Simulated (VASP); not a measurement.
Runs of VASP 6.6.1 on W. The structure is that of space group Im-3m (No. 229), or close to it. The cells are those of the table. 

```csv
level,cell,k mesh,gap on the mesh (eV),pressure (GPa)
PBEsol,"a = 2.705 Å, angles 109.5°, 1 atom",18 × 18 × 18,none,(a)
PBE,"a = 2.870 Å, angles 109.5°, 1 atom",18 × 18 × 18,none,-28.0
PBE,"a = 2.836, b = 2.867, c = 2.765 Å, angles 109.4, 108.6, 111.1°, 1 atom",16 × 16 × 16,none,-15.7
PBE,"a = 2.891 Å, angles 109.5°, 1 atom",18 × 18 × 18,none,-31.6
```

Alike in all rows: potentials or basis VASP PAW PBE potentials, release 64 (W_sv); no spin polarisation.

Estimate the missing entries.

(a) 10.9.

Caveats: spin-orbit coupling is left out, which moves the levels of the heavy elements; the cell stands under tension (at least some runs); the cell stands under pressure (at least some runs); the PAW data sets were made with another functional, which shifts forces and pressure a little (at least some runs).

A k mesh can miss the band edges, and the runs leave out spin-orbit coupling on W.

A gap of «none» marks levels without a gap at the run's occupations.
